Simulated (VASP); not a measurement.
Set up this calculation in VASP 6.6.1, as the native input.

```
Task                   : single point
Functional             : PBE
Potentials or basis    : VASP PAW PBE potentials, release 64 (B, As)
Cutoff                 : 520 eV
k mesh                 : 6 × 6 × 4
Occupations            : gaussian, width 0.1 eV
Spin                   : no spin polarisation
Dipole correction      : no
Further INCAR settings : ALGO = Normal; EDIFF = 1e-06; NBANDS = 15
```

The structure of B3As lies in POSCAR:

```
B3As
1.0
    3.4292914311     -0.0000000027      0.0000000000
   -1.7146457132      2.9698534977      0.0000000000
    0.0000000000      0.0000000000      4.0081888661
B As
3 1
Direct
    0.5000461519      0.0000000000      0.0000000000
    0.0000000000      0.5000461519      0.0000000000
    0.4999538481      0.4999538481      0.0000000000
    0.0000000000      0.0000000000      0.5000000000
```

The cell was built from a structure type or drawn by symmetry, and may not be a known phase.

One way to write it, as run:

INCAR

```
PREC = Accurate
ENCUT = 520
EDIFF = 1E-6
ISMEAR = 0
SIGMA = 0.1
LREAL = False
LASPH = True
NELM = 80
ALGO = Normal
ISIF = 2
LWAVE = False
LCHARG = False
GGA = PE
NBANDS = 15
```

KPOINTS

```
regular mesh
0
Gamma
  6 6 4
```

Potentials or basis: VASP PAW PBE potentials, release 64 (B, As).

Launch:

```bash
$ cat potpaw_PBE.64/B/POTCAR potpaw_PBE.64/As/POTCAR > POTCAR
$ mpirun -np 1 vasp_std > vasp.out
```

Results of the run:

```yaml
Pressure: -0.1 GPa
Band_gap_on_the_k_mesh: zero (bands 7 and 8 overlap by 4.72 eV)
```

Caveat: the k points lie up to 0.39 Å⁻¹ apart, too coarse for converged energies and pressures of a metal.

It took 6.7 s on 1 thread of Intel(R) Xeon(R) Platinum 8559C (Emerald Rapids), with other jobs on the host, peak memory 0.15 GiB.
